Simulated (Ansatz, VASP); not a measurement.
Be in VASP and in Ansatz

```
CELL_PARAMETERS angstrom
-1.52000 1.24623 1.11210
1.24623 -1.52000 1.11210
2.75098 2.75098 -1.61350
ATOMIC_POSITIONS crystal
Be 0.95839 0.04161 0.00000
Be 0.79161 0.20839 0.50000
```

Alike in both runs: task single point; functional LDA; k mesh 30 × 30 × 15; occupations fermi-dirac, width 0.1 eV; no spin polarisation.

|  | VASP | Ansatz |
| --- | --- | --- |
| version | VASP 6.6.1 | Ansatz 0.2.0 |
| potentials or method | VASP PAW LDA potentials, release 64 (Be), cutoff 520 eV | plane waves (420 eV) with PAW, scalar-relativistic |
| valence electrons in the cell | 4 | 4 |

Ansatz gave:

```
pressure (GPa)                                                : -4.8
traceless stress, the component that is largest in VASP (GPa) : 0.07
```

Problem. Which values does VASP return?

Solution. Pressure (GPa): -4.4; traceless stress, the component that is largest in VASP (GPa): 0.07.

Ansatz warns that its potentials were made for another functional, while VASP's fit it. LDA's correlation is that of Perdew and Zunger in VASP and of Perdew and Wang (1992) in Ansatz.
